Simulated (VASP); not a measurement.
# Zn in VASP: single point with PBE

Aim: the single point of Zn with PBE.

Program: VASP 6.6.1. These are calculated values, not measurements. Logs are shortened: lines on timing, memory, paths and dates and some standing lists are left out, and cuts for length are marked.

## (1) The cell of the first run

The cell holds a atom, 1 atom: a = 14.000 Å, b = 14.400 Å, c = 14.800 Å, α = 90.00°, β = 90.00°, γ = 90.00°.

## (2) Single point, PBE, collinear spin, ferromagnetic start

Input file INCAR:

```
PREC = Accurate ; ENCUT = 520
EDIFF = 1E-6 ; ISMEAR = -1
SIGMA = 0.01 ; LREAL = F
LASPH = T ; NELM = 150
ALGO = Normal ; ISIF = 2
LWAVE = F ; LCHARG = F
ISPIN = 2 ; MAGMOM = 0.01
LORBIT = 11 ; GGA = PE
NBANDS = 16 ; ISYM = 0
```

Input file KPOINTS:

```
regular mesh
0
Gamma
  1 1 1
```

Input file POSCAR:

```
Zn
1.0
   14.0000000000      0.0000000000      0.0000000000
    0.0000000000     14.4000000000      0.0000000000
    0.0000000000      0.0000000000     14.8000000000
Zn
1
Direct
    0.5000000000      0.5000000000      0.5000000000
```

Potentials or basis: VASP PAW PBE potentials, release 64 (Zn).

Run with:

```console
$ cat potpaw_PBE.64/Zn/POTCAR > POTCAR
$ mpirun -np 1 vasp_gam > vasp.out
```

OUTCAR:

```text
PREC = Accurate
   ENCUT = 520
   EDIFF = 1E-6
   ISMEAR = -1
   LREAL = F
   LASPH = T
   NELM = 150
   ISIF = 2
   ISPIN = 2
   LORBIT = 11
   GGA = PE
   ISYM = 0

 ion  position               nearest neighbor table
   1  0.500  0.500  0.500-

IMPORTANT INFORMATION: All symmetrisations will be switched off!
NOSYMM: (Re-)initialisation of all symmetry stuff for point group C_1.

----------------------------------------------------------------------------------------

                                     Primitive cell

  volume of cell :    2983.6800

  direct lattice vectors                    reciprocal lattice vectors
    14.000000000  0.000000000  0.000000000     0.071428571  0.000000000  0.000000000
     0.000000000 14.400000000  0.000000000     0.000000000  0.069444444  0.000000000
     0.000000000  0.000000000 14.800000000     0.000000000  0.000000000  0.067567568

  length of vectors
    14.000000000 14.400000000 14.800000000     0.071428571  0.069444444  0.067567568

  position of ions in fractional coordinates (direct lattice)
     0.500000000  0.500000000  0.500000000

  ion indices of the primitive-cell ions
   primitive index   ion index
                 1           1

----------------------------------------------------------------------------------------

 KPOINTS: regular mesh

Automatic generation of k-mesh.
 Grid dimensions read from file:
 generate k-points for:    1    1    1

 Generating k-lattice:

  Cartesian coordinates                     Fractional coordinates (reciprocal lattice)
     0.071428571  0.000000000  0.000000000     1.000000000  0.000000000  0.000000000
     0.000000000  0.069444444  0.000000000     0.000000000  1.000000000  0.000000000
     0.000000000  0.000000000  0.067567568     0.000000000  0.000000000  1.000000000

  Length of vectors
     0.071428571  0.069444444  0.067567568

  Shift w.r.t. Gamma in fractional coordinates (k-lattice)
     0.000000000  0.000000000  0.000000000

 Subroutine IBZKPT returns following result:
 ===========================================

 Found      1 irreducible k-points:

 Following reciprocal coordinates:
            Coordinates               Weight
  0.000000  0.000000  0.000000      1.000000
   k-points           NKPTS =      1   k-points in BZ     NKDIM =      1   number of bands    NBANDS=     16
   number of dos      NEDOS =    301   number of ions     NIONS =      1
   total plane-waves  NPLWV = ******
   dimension x,y,z NGX =   108 NGY =  108 NGZ =  112
   dimension x,y,z NGXF=   216 NGYF=  216 NGZF=  224
   ions per type =               1
   NGX,Y,Z   is equivalent  to a cutoff of  12.82, 12.47, 12.58 a.u.
   NGXF,Y,Z  is equivalent  to a cutoff of  25.65, 24.94, 25.16 a.u.
 SYSTEM =  unknown system
   PREC   = accura    normal or accurate (medium, high low for compatibility)
   ISTART =      0    job   : 0-new  1-cont  2-samecut
   ICHARG =      2    charge: 1-file 2-atom 10-const
   ISPIN  =      2    spin polarized calculation?
   LNONCOLLINEAR =      F non collinear calculations
   LSORBIT =      F    spin-orbit coupling
   LASPH  =      T    aspherical Exc in radial PAW
   ENCUT  =  520.0 eV  38.22 Ry    6.18 a.u.  26.03 26.77 27.52*2*pi/ulx,y,z
   NELM   =    150;   NELMIN=  2; NELMDL= -5     # of ELM steps
   EDIFF  = 0.1E-05   stopping-criterion for ELM
   LREAL  =      F    real-space projection
   EDIFFG = 0.1E-04   stopping-criterion for IOM
   NSW    =      0    number of steps for IOM
   IBRION =     -1    ionic relax: 0-MD 1-quasi-New 2-CG
   NFREE  =      0    steps in history (QN), initial steepest desc. (CG)
   ISIF   =      2    stress and relaxation
   ISYM   =      0    0-nonsym 1-usesym 2-fastsym
   POTIM  = 0.5000    time-step for ionic-motion
   TEBEG  =    0.0;   TEEND  =   0.0 temperature during run
   PSTRESS=    0.0 pullay stress
   NELECT =      12.0000    total number of electrons
   NUPDOWN=      -1.0000    fix difference up-down
   EMIN   =  10.00;   EMAX   =-10.00  energy-range for DOS
   EFERMI =   0.00;   METHOD = LEGACY
   ISMEAR =    -1;   SIGMA  =   0.01  broadening in eV -4-tet -1-fermi 0-gaus
   EFERMI_NEDOS =   21; number of points for ismear=-14 and -15
   IALGO  =     38    algorithm
   IMIX   =      4    mixing-type and parameters
     AMIX     =   0.40;   BMIX     =  1.00
     AMIX_MAG =   1.60;   BMIX_MAG =  1.00
  volume/ion in A,a.u.               =    2983.68     20134.87
  Fermi-wavevector in a.u.,A,eV,Ry     =   0.260346  0.491983  0.922205  0.067780
  Thomas-Fermi vector in A             =   1.088001
   LORBIT       =     11    0 simple, 1 ext, 2 COOP (PROOUT), +10 PAW based schemes
   GGA     = PE    functional components
   LHFCALC =     F    Hartree Fock is set to
   AEXX    =    0.0000 exact exchange contribution
   IVDW    =     0    specifies the selected vdW correction
   LEPSILON=     F    determine dielectric tensor
   LRPA    =     F    only Hartree local field effects (RPA)
 spin polarized calculation
  energy-cutoff  :      520.00
  volume of cell :     2983.68
 maximum number of plane-waves:     40220
 NGX is ok and might be reduce to   108
   NGX = 53   NGY = 53   NGZ = 55

 number of electron      12.0000011 magnetization       0.0000044

 Free energy of the ion-electron system (eV)
  ---------------------------------------------------
  ext. energy  EPLUGINS =         0.00000000
  ---------------------------------------------------
  free energy    TOTEN  =        -0.01111462 eV

  energy without entropy =       -0.01111462  energy(sigma->0) =       -0.01111462

 E-fermi :  -5.6843     XC(G=0):  -0.3051

 val. band max:       -5.9402001018   @ k =   0.0000   0.0000   0.0000
 cond. band min:      -1.0743299192   @ k =   0.0000   0.0000   0.0000
 fundamental gap:      4.8658701825
 Fermi energy:        -5.6843243586

 spin component 1

 k-point     1 :       0.0000    0.0000    0.0000
  band No.  band energies     occupation
      1     -10.0977      1.00000
      2     -10.0977      1.00000
      3     -10.0977      1.00000
      4     -10.0977      1.00000
      5     -10.0977      1.00000
      6      -5.9402      1.00000
[... 8 lines left out ...]
     15       0.7533      0.00000
     16       0.7952      0.00000
 Fermi energy:        -5.6843243586

 spin component 2

 k-point     1 :       0.0000    0.0000    0.0000
  band No.  band energies     occupation
      1     -10.0977      1.00000
      2     -10.0977      1.00000
      3     -10.0977      1.00000
      4     -10.0977      1.00000
      5     -10.0977      1.00000
      6      -5.9402      1.00000
[... 8 lines left out ...]
     15       0.7672      0.00000
     16       0.8078      0.00000

------------------------ aborting loop because EDIFF is reached ----------------------------------------

  FORCE on cell =-STRESS in cart. coord.  units (eV):
  Direction    XX          YY          ZZ          XY          YZ          ZX
  --------------------------------------------------------------------------------------
  -------------------------------------------------------------------------------------
  Total        0.0013376     -0.0001068      0.0009118     -0.0000000     -0.0000001     -0.0000001
  in kB        0.0007183     -0.0000573      0.0004896     -0.0000000     -0.0000000     -0.0000000
  external PRESSURE =       0.0003835 kB  Pullay stress =       0.0000000 kB

 VOLUME and BASIS-vectors are now :
 -----------------------------------------------------------------------------
  energy-cutoff  :      520.00
  volume of cell :     2983.68
      direct lattice vectors                 reciprocal lattice vectors
    14.000000000  0.000000000  0.000000000     0.071428571  0.000000000  0.000000000
     0.000000000 14.400000000  0.000000000     0.000000000  0.069444444  0.000000000
     0.000000000  0.000000000 14.800000000     0.000000000  0.000000000  0.067567568

 POSITION                                       TOTAL-FORCE (eV/Angst)
 -----------------------------------------------------------------------------------
      7.00000      7.20000      7.40000        -0.000000      0.000000     -0.000000
 -----------------------------------------------------------------------------------
    total drift:                               -0.000000      0.000000     -0.000000

  FREE ENERGIE OF THE ION-ELECTRON SYSTEM (eV)
  ---------------------------------------------------
  free  energy   TOTEN  =        -0.0111146185 eV

  energy  without entropy=       -0.0111146185  energy(sigma->0) =       -0.01111462

 total charge

# of ion       s       p       d       tot
------------------------------------------
    1        0.879   0.000   9.739  10.618

 magnetization (x)

# of ion       s       p       d       tot
------------------------------------------
    1        0.000   0.000   0.000   0.000
```

Run time: 4.4 min. Hardware: 1 thread of Intel Xeon Platinum 8375C at 2.90GHz (Ice Lake), shared host; peak memory 2.7 GiB.

What came out:

```
Free energy                                           : -0.0111 eV
Pressure                                              : 0.0 GPa
Band gap on the k mesh                                : 4.87 eV
Net moment                                            : 0.00 μB per cell
Valence electrons inside the program's atomic spheres : Zn 10.62
```
